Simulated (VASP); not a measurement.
Wanted: the native input for a VASP 6.6.1 run.

- Task: single point
- Functional: r2SCAN
- Potentials or basis: VASP PAW PBE potentials, release 64 (Cu, I)
- Cutoff: 520 eV
- k mesh: 8 × 8 × 8
- Occupations: gaussian, width 0.01 eV
- Spin: no spin polarisation
- Dipole correction: no
- Further INCAR settings: ALGO = Normal; EDIFF = 1e-07; NBANDS = 16

The system is CuI.

```
Cu I
1.0
     0.00000    2.95179    2.95179
     2.95179    0.00000    2.95179
     2.95179    2.95179    0.00000
Cu I
1 1
Direct
  0.00000 0.00000 0.00000
  0.25000 0.25000 0.25000
```

This cell differs from its parent crystal: strain -2.0%.

The input as run:

POSCAR

```
CuI
1.0
    0.0000000000      2.9517885324      2.9517885324
    2.9517885324      0.0000000000      2.9517885324
    2.9517885324      2.9517885324      0.0000000000
Cu I
1 1
Direct
    0.0000000000      0.0000000000      0.0000000000
    0.2500000000      0.2500000000      0.2500000000
```

INCAR.step1

```
SYSTEM = CuI
PREC = Accurate
ENCUT = 520
ISMEAR = 0
SIGMA = 0.01
LREAL = .False.
LASPH = .True.
NELM = 60
NBANDS = 16
GGA = PE
ALGO = Normal
EDIFF = 1E-4
LWAVE = .True.
LCHARG = .False.
```

INCAR.step2

```
SYSTEM = CuI
PREC = Accurate
ENCUT = 520
EDIFF = 1E-7
ISMEAR = 0
SIGMA = 0.01
LREAL = .False.
LASPH = .True.
NELM = 60
ALGO = Normal
ISIF = 2
LWAVE = .False.
LCHARG = .False.
METAGGA = R2SCAN
LMIXTAU = .True.
NBANDS = 16
ISTART = 1
```

KPOINTS

```
regular mesh
0
Gamma
  8 8 8
  0 0 0
```

Potentials or basis: VASP PAW PBE potentials, release 64 (Cu, I).

Run with:

```bash
$ cat potpaw_PBE.64/Cu/POTCAR potpaw_PBE.64/I/POTCAR > POTCAR
$ cp INCAR.step1 INCAR
$ mpirun -np 1 vasp_std > vasp.out
$ cp INCAR.step2 INCAR
$ mpirun -np 1 vasp_std > vasp.out
```

Results of the run:

* Pressure: 3.0 GPa
* Band gap on the k mesh: 1.86 eV

Caveat: the cell differs from its parent crystal (strain -2.0%); the cell stands under pressure; the PAW data sets were made with another functional, which shifts forces and pressure a little; spin-orbit coupling is left out, which moves the levels of the heavy elements.

It took 76 s on 1 thread of Intel(R) Xeon(R) Platinum 8259CL CPU @ 2.50GHz (Skylake/Cascade Lake) (shared host), peak memory 0.19 GiB.
